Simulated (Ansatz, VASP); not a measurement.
Given: the input of a run of Ansatz 0.2.0 on Se.

The input input.yaml:

```yaml
crystal:
  lattice:
    - [4.35517, 0.0, 0.0]
    - [-2.177585, 3.7716878578, 0.0]
    - [0.0, 0.0, 4.94945]
  atoms:
    - { symbol: Se, position: [0.783, 0.783, 0.5] }
    - { symbol: Se, position: [0.0, 0.217, 0.8333333333] }
    - { symbol: Se, position: [0.217, 0.0, 0.1666666667] }
hamiltonian:
  xc: { exchange: pbe, correlation: pbe, exx: { coeff: 0.25, omega: 0.1 } }
  pseudopotentials: { kind: paw }
kpoints:
  mp_grid: { grid: [4, 4, 3] }
scf:
  occupations: { method: fermi_dirac, width: 0.05 }
output:
  forces: true
  stress: true
  eigenvalues: true
```

Potentials or basis: Ansatz PAW.

Command:

```console
$ ansatz run input.yaml --threads 2 --pin off --max-ram 5632MiB --backend cpu --events-out ev --progress --plain --runs-dir out
```

Problem. Set up the same calculation for VASP 6.6.1. Potentials there: VASP PAW PBE potentials, release 64 (Se).

Solution. As run (the cutoff follows the program's own potentials):

The input POSCAR:

```
Se
1.0
    4.3551700000      0.0000000000      0.0000000000
   -2.1775850000      3.7716878578      0.0000000000
    0.0000000000      0.0000000000      4.9494500000
Se
3
Direct
    0.7830000000      0.7830000000      0.5000000000
    0.0000000000      0.2170000000      0.8333333333
    0.2170000000      0.0000000000      0.1666666667
```

INCAR.step1

```
SYSTEM = Se
PREC = Accurate
ENCUT = 520
EDIFF = 1E-5
ISMEAR = -1
SIGMA = 0.05
LREAL = .FALSE.
LASPH = .TRUE.
NELM = 100
ALGO = Normal
ISIF = 2
LWAVE = .TRUE.
LCHARG = .FALSE.
NBANDS = 16
GGA = PE
```

Contents of INCAR.step2:

```
SYSTEM = Se
PREC = Accurate
ENCUT = 520
EDIFF = 1E-6
ISMEAR = -1
SIGMA = 0.05
LREAL = .FALSE.
LASPH = .TRUE.
NELM = 100
ALGO = Normal
ISIF = 2
LWAVE = .FALSE.
LCHARG = .FALSE.
GGA = PE
LHFCALC = .TRUE.
AEXX = 0.25
HFSCREEN = 0.1
PRECFOCK = Normal
NBANDS = 16
ISTART = 1
```

File KPOINTS:

```
Automatic mesh
0
G
  4 4 3
  0 0 0
```

Potentials or basis: VASP PAW PBE potentials, release 64 (Se).

Run with:

```sh
$ cat potpaw_PBE.64/Se/POTCAR > POTCAR
$ cp INCAR.step1 INCAR
$ mpirun -np 1 vasp_std > vasp.out
$ cp INCAR.step2 INCAR
$ mpirun -np 1 vasp_std > vasp.out
```

Both were run:

|  | VASP | Ansatz | Ansatz less VASP |
| --- | --- | --- | --- |
| gap on the k mesh at the Fermi level (eV) | 2.92 | 2.91 | -0.012 |
| least direct gap on the mesh (eV) | 3.18 | 3.17 | -0.008 |
| pressure (GPa) | 3.1 | 3.4 | +0.25 |
| traceless stress, the component that is largest in VASP (GPa) | -0.16 | -0.04 | +0.119 |
| rms of the force components (eV/Å) | 0.308 | 0.327 | +0.0185 |

VASP's potentials were made for PBE, not for PBE-based screened hybrid. Atom by atom the forces differ by 0.019 eV/Å (rms over components). The functional is the same, so the differences come from potentials, cutoffs and numerics. VASP's potentials hold 18 valence electrons a cell and Ansatz's 48, so a difference there can come from the potentials and not from the codes.

The k mesh is coarse, so the values compare programs but aren't converged. Noted on Ansatz's run: odd divisions of the mesh miss points on the zone boundary, where band edges often lie, so the gap on the mesh can be too wide.
